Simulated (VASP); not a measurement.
# Al7C (Fm-3m) in VASP: notebook

The runs below take Al7C through single point, relaxation of cell and atoms, with PBE.

All numbers are computed with VASP 6.6.1; they aren't measurements. Logs are shortened: lines on timing, memory, paths and dates and some standing lists are left out, and cuts for length are marked.

## Step 1: The cell of the first run

It takes space group Fm-3m (No. 225, cubic). Conventional cell: a = 7.904 Å, b = 7.904 Å, c = 7.904 Å, α = 90.00°, β = 90.00°, γ = 90.00°. Al (site symmetry 4mm) has 1 C at 1.77 Å and 1 Al at 2.19 Å within 2.3 Å. Within 2.9 Å of Al (site symmetry m-3m) lie 6 Al at 2.19 Å. C (site symmetry m-3m) has 6 Al at 1.77 Å within 2.3 Å.

## Step 2: Single point, PBE

Contents of INCAR:

```
SYSTEM = Al7C
PREC = Accurate
ENCUT = 520
EDIFF = 1E-6
ISMEAR = 0
SIGMA = 0.1
LREAL = .False.
LASPH = .True.
NELM = 80
ALGO = Normal
ISIF = 2
LWAVE = .False.
LCHARG = .False.
GGA = PE
NBANDS = 22
```

Contents of KPOINTS:

```
regular mesh
0
Gamma
  4 4 4
  0 0 0
```

Contents of POSCAR:

```
Al7C
1.0
    0.0000000000      3.9519738900      3.9519738900
    3.9519738900      0.0000000000      3.9519738900
    3.9519738900      3.9519738900      0.0000000000
Al C
7 1
Direct
    0.2233681000      0.7766319000      0.7766319000
    0.7766319000      0.2233681000      0.2233681000
    0.7766319000      0.2233681000      0.7766319000
    0.2233681000      0.7766319000      0.2233681000
    0.7766319000      0.7766319000      0.2233681000
    0.2233681000      0.2233681000      0.7766319000
    0.5000000000      0.5000000000      0.5000000000
    0.0000000000      0.0000000000      0.0000000000
```

Potentials or basis: VASP PAW PBE potentials, release 64 (Al, C).

On the command line:

```bash
> cat potpaw_PBE.64/Al/POTCAR potpaw_PBE.64/C/POTCAR > POTCAR
> mpirun -np 1 vasp_std > vasp.out
```

OUTCAR:

```text
SYSTEM = Al7C
   PREC = Accurate
   ENCUT = 520
   EDIFF = 1E-6
   ISMEAR = 0
   LREAL = .False.
   LASPH = .True.
   NELM = 80
   ISIF = 2
   GGA = PE

 ion  position               nearest neighbor table
   1  0.223  0.777  0.777-   8 1.77   7 2.19   5 2.50   6 2.50   3 2.50   4 2.50   5 3.09   3 3.09
                             4 3.09   6 3.09
   2  0.777  0.223  0.223-   8 1.77   7 2.19   5 2.50   6 2.50   3 2.50   4 2.50   5 3.09   3 3.09
                             4 3.09   6 3.09
   3  0.777  0.223  0.777-   8 1.77   7 2.19   5 2.50   6 2.50   1 2.50   2 2.50   5 3.09   2 3.09
                             1 3.09   6 3.09
   4  0.223  0.777  0.223-   8 1.77   7 2.19   5 2.50   6 2.50   1 2.50   2 2.50   5 3.09   2 3.09
                             1 3.09   6 3.09
   5  0.777  0.777  0.223-   8 1.77   7 2.19   3 2.50   4 2.50   1 2.50   2 2.50   3 3.09   2 3.09
                             1 3.09   4 3.09
   6  0.223  0.223  0.777-   8 1.77   7 2.19   3 2.50   4 2.50   1 2.50   2 2.50   1 3.09   4 3.09
                             3 3.09   2 3.09
   7  0.500  0.500  0.500-   1 2.19   2 2.19   3 2.19   4 2.19   5 2.19   6 2.19
   8  0.000  0.000  0.000-   1 1.77   2 1.77   3 1.77   4 1.77   5 1.77   6 1.77

  LATTYP: Found a face centered cubic cell.
 ALAT       =     7.9039477800

  Lattice vectors:

 A1 = (   0.0000000000,   3.9519738900,   3.9519738900)
 A2 = (   3.9519738900,   0.0000000000,   3.9519738900)
 A3 = (   3.9519738900,   3.9519738900,   0.0000000000)

Analysis of symmetry for initial positions (statically):
=====================================================================
 Subroutine PRICEL returns:
 Original cell was already a primitive cell.

 Routine SETGRP: Setting up the symmetry group for a
 face centered cubic supercell.

 Subroutine GETGRP returns: Found 48 space group operations
 (whereof 48 operations were pure point group operations)
 out of a pool of 48 trial point group operations.

The static configuration has the point symmetry O_h .

Analysis of symmetry for dynamics (positions and initial velocities):
=====================================================================
 Subroutine PRICEL returns:
 Original cell was already a primitive cell.

 Routine SETGRP: Setting up the symmetry group for a
 face centered cubic supercell.

 Subroutine GETGRP returns: Found 48 space group operations
 (whereof 48 operations were pure point group operations)
 out of a pool of 48 trial point group operations.

The dynamic configuration has the point symmetry O_h .

 Subroutine INISYM returns: Found 48 space group operations
 (whereof 48 operations are pure point group operations),
 and found     1 'primitive' translations

----------------------------------------------------------------------------------------

                                     Primitive cell

  volume of cell :     123.4446

  direct lattice vectors                    reciprocal lattice vectors
     0.000000000  3.951973890  3.951973890    -0.126519055  0.126519055  0.126519055
     3.951973890  0.000000000  3.951973890     0.126519055 -0.126519055  0.126519055
     3.951973890  3.951973890  0.000000000     0.126519055  0.126519055 -0.126519055

  length of vectors
     5.588935073  5.588935073  5.588935073     0.219137431  0.219137431  0.219137431

  position of ions in fractional coordinates (direct lattice)
     0.223368100  0.776631900  0.776631900
     0.776631900  0.223368100  0.223368100
     0.776631900  0.223368100  0.776631900
     0.223368100  0.776631900  0.223368100
     0.776631900  0.776631900  0.223368100
     0.223368100  0.223368100  0.776631900
     0.500000000  0.500000000  0.500000000
     0.000000000  0.000000000  0.000000000

  ion indices of the primitive-cell ions
   primitive index   ion index
                 1           1
                 2           2
                 3           3
                 4           4
                 5           5
                 6           6
                 7           7
                 8           8

----------------------------------------------------------------------------------------

 KPOINTS: regular mesh

Automatic generation of k-mesh.
 Grid dimensions read from file:
 generate k-points for:    4    4    4

 Generating k-lattice:

  Cartesian coordinates                     Fractional coordinates (reciprocal lattice)
    -0.031629764  0.031629764  0.031629764     0.250000000  0.000000000  0.000000000
     0.031629764 -0.031629764  0.031629764     0.000000000  0.250000000  0.000000000
     0.031629764  0.031629764 -0.031629764     0.000000000  0.000000000  0.250000000

  Length of vectors
     0.054784358  0.054784358  0.054784358

  Shift w.r.t. Gamma in fractional coordinates (k-lattice)
     0.000000000  0.000000000  0.000000000

 Subroutine IBZKPT returns following result:
 ===========================================

 Found      8 irreducible k-points:

 Following reciprocal coordinates:
            Coordinates               Weight
  0.000000  0.000000  0.000000      1.000000
  0.250000  0.000000  0.000000      8.000000
  0.500000  0.000000  0.000000      4.000000
  0.250000  0.250000  0.000000      6.000000
  0.500000  0.250000  0.000000     24.000000
 -0.250000  0.250000  0.000000     12.000000
  0.500000  0.500000  0.000000      3.000000
 -0.250000  0.500000  0.250000      6.000000
   k-points           NKPTS =      8   k-points in BZ     NKDIM =      8   number of bands    NBANDS=     22
   number of dos      NEDOS =    301   number of ions     NIONS =      8
   total plane-waves  NPLWV =  74088
   dimension x,y,z NGX =    42 NGY =   42 NGZ =   42
   dimension x,y,z NGXF=    84 NGYF=   84 NGZF=   84
   ions per type =               7   1
   NGX,Y,Z   is equivalent  to a cutoff of  12.49, 12.49, 12.49 a.u.
   NGXF,Y,Z  is equivalent  to a cutoff of  24.99, 24.99, 24.99 a.u.
 SYSTEM =  Al7C
   PREC   = accura    normal or accurate (medium, high low for compatibility)
   ISTART =      0    job   : 0-new  1-cont  2-samecut
   ICHARG =      2    charge: 1-file 2-atom 10-const
   ISPIN  =      1    spin polarized calculation?
   LNONCOLLINEAR =      F non collinear calculations
   LSORBIT =      F    spin-orbit coupling
   LASPH  =      T    aspherical Exc in radial PAW
   ENCUT  =  520.0 eV  38.22 Ry    6.18 a.u.  10.39 10.39 10.39*2*pi/ulx,y,z
   NELM   =     80;   NELMIN=  2; NELMDL= -5     # of ELM steps
   EDIFF  = 0.1E-05   stopping-criterion for ELM
   LREAL  =      F    real-space projection
   EDIFFG = 0.1E-04   stopping-criterion for IOM
   NSW    =      0    number of steps for IOM
   IBRION =     -1    ionic relax: 0-MD 1-quasi-New 2-CG
   NFREE  =      0    steps in history (QN), initial steepest desc. (CG)
   ISIF   =      2    stress and relaxation
   ISYM   =      2    0-nonsym 1-usesym 2-fastsym
   POTIM  = 0.5000    time-step for ionic-motion
   TEBEG  =    0.0;   TEEND  =   0.0 temperature during run
   PSTRESS=    0.0 pullay stress
   NELECT =      25.0000    total number of electrons
   NUPDOWN=      -1.0000    fix difference up-down
   EMIN   =  10.00;   EMAX   =-10.00  energy-range for DOS
   EFERMI =   0.00;   METHOD = LEGACY
   ISMEAR =     0;   SIGMA  =   0.10  broadening in eV -4-tet -1-fermi 0-gaus
   EFERMI_NEDOS =   21; number of points for ismear=-14 and -15
   IALGO  =     38    algorithm
   IMIX   =      4    mixing-type and parameters
     AMIX     =   0.40;   BMIX     =  1.00
     AMIX_MAG =   1.60;   BMIX_MAG =  1.00
  volume/ion in A,a.u.               =      15.43       104.13
  Fermi-wavevector in a.u.,A,eV,Ry     =   0.961385  1.816755 12.575341  0.924262
  Thomas-Fermi vector in A             =   2.090752
   LORBIT       =      0    0 simple, 1 ext, 2 COOP (PROOUT), +10 PAW based schemes
   GGA     = PE    functional components
   LHFCALC =     F    Hartree Fock is set to
   AEXX    =    0.0000 exact exchange contribution
   IVDW    =     0    specifies the selected vdW correction
   LEPSILON=     F    determine dielectric tensor
   LRPA    =     F    only Hartree local field effects (RPA)
 non-spin polarized calculation
 Gauss-broadening in eV      SIGMA  =   0.10
  energy-cutoff  :      520.00
  volume of cell :      123.44
 maximum number of plane-waves:      3341
 NGX is ok and might be reduce to    42
   NGX = 21   NGY = 21   NGZ = 21

 number of electron      24.9999999 magnetization

 Free energy of the ion-electron system (eV)
  ---------------------------------------------------
  ext. energy  EPLUGINS =         0.00000000
  ---------------------------------------------------
  free energy    TOTEN  =       -20.89573365 eV

  energy without entropy =      -20.87895920  energy(sigma->0) =      -20.88734643

 E-fermi :   7.1934     XC(G=0):  -9.9164

 val. band max:        7.1177008540   @ k =  -0.2500   0.2500   0.0000
 cond. band min:       7.3098378708   @ k =   0.5000   0.2500   0.0000
 fundamental gap:      0.1921370168
 Fermi energy:         7.1934428813

 k-point     1 :       0.0000    0.0000    0.0000
  band No.  band energies     occupation
      1      -9.0209      2.00000
      2      -2.0396      2.00000
      3      -1.3718      2.00000
      4      -1.3718      2.00000
      5      -1.3718      2.00000
      6       3.5309      2.00000
[... 14 lines left out ...]
     21      12.2573      0.00000
     22      13.7578      0.00000

 k-point     2 :       0.2500    0.0000    0.0000
  band No.  band energies     occupation
      1      -8.9778      2.00000
      2      -2.5634      2.00000
      3      -1.3978      2.00000
      4      -1.3978      2.00000
      5      -0.7022      2.00000
      6       2.1306      2.00000
[... 14 lines left out ...]
     21      12.5344      0.00000
     22      14.0148      0.00000
[... 123 lines left out ...]
     21      12.6193      0.00000
     22      12.6194      0.00000

 k-point     8 :      -0.2500    0.5000    0.2500
  band No.  band energies     occupation
      1      -8.9093      2.00000
      2      -2.2594      2.00000
      3      -1.9065      2.00000
      4      -1.9065      2.00000
      5      -0.6461      2.00000
      6       2.1758      2.00000
[... 14 lines left out ...]
     21      12.1435      0.00000
     22      13.1053      0.00000

------------------------ aborting loop because EDIFF is reached ----------------------------------------

  FORCE on cell =-STRESS in cart. coord.  units (eV):
  Direction    XX          YY          ZZ          XY          YZ          ZX
  --------------------------------------------------------------------------------------
  -------------------------------------------------------------------------------------
  Total       37.4995867     37.4995867     37.4995867     -0.0000000     -0.0000000     -0.0000000
  in kB      486.7039464    486.7039464    486.7039464     -0.0000000     -0.0000000     -0.0000000
  external PRESSURE =     486.7039464 kB  Pullay stress =       0.0000000 kB

 VOLUME and BASIS-vectors are now :
 -----------------------------------------------------------------------------
  energy-cutoff  :      520.00
  volume of cell :      123.44
      direct lattice vectors                 reciprocal lattice vectors
     0.000000000  3.951973890  3.951973890    -0.126519055  0.126519055  0.126519055
     3.951973890  0.000000000  3.951973890     0.126519055 -0.126519055  0.126519055
     3.951973890  3.951973890  0.000000000     0.126519055  0.126519055 -0.126519055

 POSITION                                       TOTAL-FORCE (eV/Angst)
 -----------------------------------------------------------------------------------
      6.13846      3.95197      3.95197        -3.747133      0.000000      0.000000
      1.76549      3.95197      3.95197         3.747133      0.000000      0.000000
      3.95197      6.13846      3.95197         0.000000     -3.747133      0.000000
      3.95197      1.76549      3.95197         0.000000      3.747133      0.000000
      3.95197      3.95197      6.13846         0.000000      0.000000     -3.747133
      3.95197      3.95197      1.76549         0.000000      0.000000      3.747133
      3.95197      3.95197      3.95197        -0.000000      0.000000      0.000000
      0.00000      0.00000      0.00000         0.000000      0.000000      0.000000
 -----------------------------------------------------------------------------------
    total drift:                                0.000000     -0.000000     -0.000000

  FREE ENERGIE OF THE ION-ELECTRON SYSTEM (eV)
  ---------------------------------------------------
  free  energy   TOTEN  =       -20.8957336510 eV

  energy  without entropy=      -20.8789592000  energy(sigma->0) =      -20.88734643
```

Run time: 26 s. Hardware: 1 thread of Intel Xeon Platinum 8488C (Sapphire Rapids), shared host; peak memory 0.24 GiB.

What came out:

| Quantity | Value |
| --- | --- |
| Free energy | -20.8957 eV |
| Pressure | 48.7 GPa |
| Largest force | 3.747 eV/Å |

Forces in eV/Å, atoms in the order of the input:
```
Al  -3.747  0.000  0.000
Al   3.747  0.000  0.000
Al   0.000 -3.747  0.000
Al   0.000  3.747  0.000
Al   0.000  0.000 -3.747
Al   0.000  0.000  3.747
Al   0.000  0.000  0.000
C    0.000  0.000  0.000
```

Caveat: forces of over 1 eV/Å act on the atoms, so gaps and moduli don't describe the material at rest.

## Step 3: Single point, PBE

This run uses another cell than the first one, of 24.85 Å³/atom, 1.610 times its volume.

Contents of INCAR:

```
SYSTEM = Al7C
PREC     = Accurate       ! precision mode
ENCUT    = 520            ! plane-wave cutoff, eV
EDIFF    = 1E-6           ! SCF threshold, eV
ISMEAR   = 0              ! smearing method
SIGMA    = 0.1            ! smearing width, eV
LREAL    = .FALSE.        ! projectors in reciprocal space
LASPH    = .TRUE.         ! aspherical terms in the spheres
NELM     = 60             ! most SCF steps
ALGO     = Normal         ! electronic algorithm
ISIF     = 2              ! what is computed and relaxed
LWAVE    = .FALSE.        ! write WAVECAR
LCHARG   = .TRUE.         ! write CHGCAR
GGA      = PE             ! functional
LELF     = .TRUE.         ! ELF
LVHAR    = .TRUE.       
NBANDS   = 22             ! bands
```

Contents of KPOINTS:

```
regular mesh
0
G
  4 4 4
  0 0 0
```

Contents of POSCAR:

```
Al7C
1.0
    0.0000000000      4.6320866079      4.6320866079
    4.6320866079      0.0000000000      4.6320866079
    4.6320866079      4.6320866079      0.0000000000
Al C
7 1
Direct
    0.2228145862      0.7771854138      0.7771854138
    0.7771854138      0.2228145862      0.2228145862
    0.7771854138      0.2228145862      0.7771854138
    0.2228145862      0.7771854138      0.2228145862
    0.7771854138      0.7771854138      0.2228145862
    0.2228145862      0.2228145862      0.7771854138
    0.5000000000      0.5000000000      0.5000000000
    0.0000000000      0.0000000000      0.0000000000
```

Potentials or basis: VASP PAW PBE potentials, release 64 (Al, C).

On the command line:

```bash
> cat potpaw_PBE.64/Al/POTCAR potpaw_PBE.64/C/POTCAR > POTCAR
> mpirun -np 1 vasp_std > vasp.out
```

OUTCAR:

```text
SYSTEM = Al7C
   PREC = Accurate
   ENCUT = 520
   EDIFF = 1E-6
   ISMEAR = 0
   LREAL = .FALSE.
   LASPH = .TRUE.
   NELM = 60
   ISIF = 2
   GGA = PE

 ion  position               nearest neighbor table
   1  0.223  0.777  0.777-   8 2.06   7 2.57   5 2.92   6 2.92   3 2.92   4 2.92
   2  0.777  0.223  0.223-   8 2.06   7 2.57   5 2.92   6 2.92   3 2.92   4 2.92
   3  0.777  0.223  0.777-   8 2.06   7 2.57   5 2.92   6 2.92   1 2.92   2 2.92
   4  0.223  0.777  0.223-   8 2.06   7 2.57   5 2.92   6 2.92   1 2.92   2 2.92
   5  0.777  0.777  0.223-   8 2.06   7 2.57   3 2.92   4 2.92   1 2.92   2 2.92
   6  0.223  0.223  0.777-   8 2.06   7 2.57   3 2.92   4 2.92   1 2.92   2 2.92
[... 396 lines left out ...]
  in kB        0.1626299      0.1626299      0.1626299      0.0000000      0.0000000     -0.0000000
  external PRESSURE =       0.1626299 kB  Pullay stress =       0.0000000 kB

 VOLUME and BASIS-vectors are now :
 -----------------------------------------------------------------------------
  energy-cutoff  :      520.00
  volume of cell :      198.77
      direct lattice vectors                 reciprocal lattice vectors
     0.000000000  4.632086608  4.632086608    -0.107942714  0.107942714  0.107942714
     4.632086608  0.000000000  4.632086608     0.107942714 -0.107942714  0.107942714
     4.632086608  4.632086608  0.000000000     0.107942714  0.107942714 -0.107942714

 POSITION                                       TOTAL-FORCE (eV/Angst)
 -----------------------------------------------------------------------------------
      7.19998      4.63209      4.63209         0.004942     -0.000000      0.000000
      2.06419      4.63209      4.63209        -0.004942     -0.000000      0.000000
      4.63209      7.19998      4.63209         0.000000      0.004942      0.000000
      4.63209      2.06419      4.63209         0.000000     -0.004942      0.000000
      4.63209      4.63209      7.19998         0.000000     -0.000000      0.004942
      4.63209      4.63209      2.06419         0.000000     -0.000000     -0.004942
      4.63209      4.63209      4.63209        -0.000000     -0.000000      0.000000
      0.00000      0.00000      0.00000         0.000000     -0.000000      0.000000
 -----------------------------------------------------------------------------------
    total drift:                                0.000000     -0.000000     -0.000000

  FREE ENERGIE OF THE ION-ELECTRON SYSTEM (eV)
  ---------------------------------------------------
  free  energy   TOTEN  =       -28.4572947889 eV

  energy  without entropy=      -28.4290919856  energy(sigma->0) =      -28.44319339
```

stdout:

```text
POSCAR found type information on POSCAR AlC
 POSCAR found :  2 types and       8 ions
 scaLAPACK will be used
 LDA part: xc-table for (Slater+PW92), standard interpolation
 POSCAR, INCAR and KPOINTS ok, starting setup
 FFT: planning ... GRIDC
 FFT: planning ... GRID_SOFT
 FFT: planning ... GRID
 WAVECAR not read
 entering main loop
```

Wall time 49 s (1 thread of Intel Xeon Platinum 8488C (Sapphire Rapids), shared host); peak memory 0.35 GiB.

What came out:

| Quantity | Value |
| --- | --- |
| Free energy | -28.4573 eV |
| Pressure | 0.0 GPa |
| Largest force | 0.005 eV/Å |

Forces in eV/Å, atoms in the order of the input:
```
Al   0.005  0.000  0.000
Al  -0.005  0.000  0.000
Al   0.000  0.005  0.000
Al   0.000 -0.005  0.000
Al   0.000  0.000  0.005
Al   0.000  0.000 -0.005
Al   0.000  0.000  0.000
C    0.000  0.000  0.000
```

(Continued in part 2 of 2.)
